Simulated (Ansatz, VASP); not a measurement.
# One calculation of CuI, two programs

```
CELL_PARAMETERS angstrom
0.00000 2.86209 2.86209
2.86209 0.00000 2.86209
2.86209 2.86209 0.00000
ATOMIC_POSITIONS crystal
Cu 0.95414 0.95414 0.04586
I 0.50000 0.50000 0.50000
```

Change from the starting cell: all Cu atoms moved +0.263 Å, as atom 1 towards its neighbour atom 2 (I) at 2.862 Å.

Alike in both runs: task single point; functional PBEsol; k mesh 14 × 14 × 14; occupations gaussian, width 0.15 eV; no spin polarisation.

|  | VASP | Ansatz |
| --- | --- | --- |
| version | VASP 6.6.1 | Ansatz 0.2.0 |
| potentials or method | VASP PAW PBE potentials, release 64 (Cu, I), cutoff 520 eV | scalar-relativistic, plane waves, PAW |
| valence electrons in the cell | 18 | 36 |

```tsv
	VASP	Ansatz	Ansatz less VASP
gap on the k mesh at the Fermi level (eV)	none	none	-
pressure (GPa)	-2.3	-2.4	-0.08
traceless stress, the component that is largest in VASP (GPa)	2.09	2.09	-0.004
rms of the force components (eV/Å)	0.071	0.069	-0.0020
```

VASP's potentials were made for PBE, not for PBEsol. Atom by atom the forces differ by 0.002 eV/Å (rms over components). A gap of «none» marks a metal or a gap that the smearing closes. VASP's potentials hold 18 valence electrons a cell and Ansatz's 36, so a difference there can come from the potentials and not from the codes.

Spin-orbit coupling is off throughout.
